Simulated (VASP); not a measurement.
Here is a VASP 6.6.1 calculation.

File POSCAR:

```
Cu
1.0
   -1.4427933200      1.4427933200      1.3760814500
    1.4427933200     -1.4427933200      1.3760814500
    1.4427933200      1.4427933200     -1.3760814500
Cu
1
Direct
    0.0000000000      0.0000000000      0.0000000000
```

INCAR.step1

```
PREC = Accurate ; ENCUT = 600
ISMEAR = 0 ; SIGMA = 0.1
LREAL = F ; LASPH = T
NELM = 100 ; GGA = PE
ALGO = Normal ; EDIFF = 1E-4
LWAVE = T ; LCHARG = F
```

INCAR.step2

```
PREC = Accurate ; ENCUT = 600
EDIFF = 1E-6 ; ISMEAR = 0
SIGMA = 0.1 ; LREAL = F
LASPH = T ; NELM = 100
ALGO = Normal ; ISIF = 3
LWAVE = F ; LCHARG = F
METAGGA = R2SCAN ; LMIXTAU = T
IBRION = 2 ; NSW = 80
EDIFFG = -0.01 ; ISTART = 1
```

File KPOINTS:

```
Automatic mesh
0
Gamma
  20 20 20
```

Potentials or basis: VASP PAW PBE potentials, release 64 (Cu).

Command:

```bash
$ cat potpaw_PBE.64/Cu/POTCAR > POTCAR
$ cp INCAR.step1 INCAR
$ mpirun -np 1 vasp_std > vasp.out
$ cp INCAR.step2 INCAR
$ mpirun -np 1 vasp_std > vasp.out
```

(1) What does it give for the space group after relaxing (to 0.1 Å)?

(2) Predict the relaxed cell.

Results:

(1) I4/mmm (No. 139).

(2) a = 2.467 Å, b = 2.467 Å, c = 2.467 Å, α = 108.12°, β = 108.12°, γ = 112.22°.
